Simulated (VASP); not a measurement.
Set up this calculation in VASP 6.6.1, as the native input.

```yaml
Task: single point
Functional: LDA
Potentials_or_basis: VASP PAW LDA potentials, release 64 (Co)
Cutoff: 520 eV
k_mesh: 12 × 12 × 7
Occupations: fermi-dirac, width 0.05 eV
Spin: collinear spin, ferromagnetic start
Starting_moments: "[2.0, 2.0] μB"
Dipole_correction: no
Further_INCAR_settings: ALGO = Normal; EDIFF = 1e-07; NBANDS = 20
```

The structure of Co lies in POSCAR:

```
Co
1.0
    2.4270134005      0.0000000000      0.0000000000
   -1.2135067002      2.1018552601      0.0000000000
    0.0000000000      0.0000000000      3.9160919873
Co
2
Direct
    0.6666666667      0.3333333333      0.7500000000
    0.3333333333      0.6666666667      0.2500000000
```

One way to write it, as run:

INCAR

```
PREC     = Accurate       # precision mode
ENCUT    = 520            # plane-wave cutoff, eV
EDIFF    = 1E-7           # SCF threshold, eV
ISMEAR   = -1             # smearing method
SIGMA    = 0.05           # smearing width, eV
LREAL    = False          # projectors in reciprocal space
LASPH    = True           # aspherical terms in the spheres
NELM     = 150            # most SCF steps
ALGO     = Normal         # electronic algorithm
ISIF     = 2              # what is computed and relaxed
LWAVE    = False          # write WAVECAR
LCHARG   = False          # write CHGCAR
ISPIN    = 2              # spin polarisation
MAGMOM   = 2 2            # initial moments
LORBIT   = 11             # projections on sites
LMAXMIX  = 4              # l up to which the mixer works
GGA      = CA             # functional
NBANDS   = 20             # bands
```

KPOINTS

```
Automatic mesh
0
Gamma
  12 12 7
```

Potentials or basis: VASP PAW LDA potentials, release 64 (Co).

Run with:

```sh
$ cat potpaw_LDA.64/Co/POTCAR > POTCAR
$ mpirun -np 1 vasp_std > vasp.out
```

Results of the run:

```json
{
 "Pressure": "-0.7 GPa",
 "Net moment": "2.96 μB per cell",
 "Site moments": "Co +1.47 μB",
 "Valence electrons inside the program's atomic spheres": "Co 8.46"
}
```

It took 27 s on 1 thread of Intel(R) Xeon(R) 6975P-C (Granite Rapids), on a shared host, peak memory 0.15 GiB.
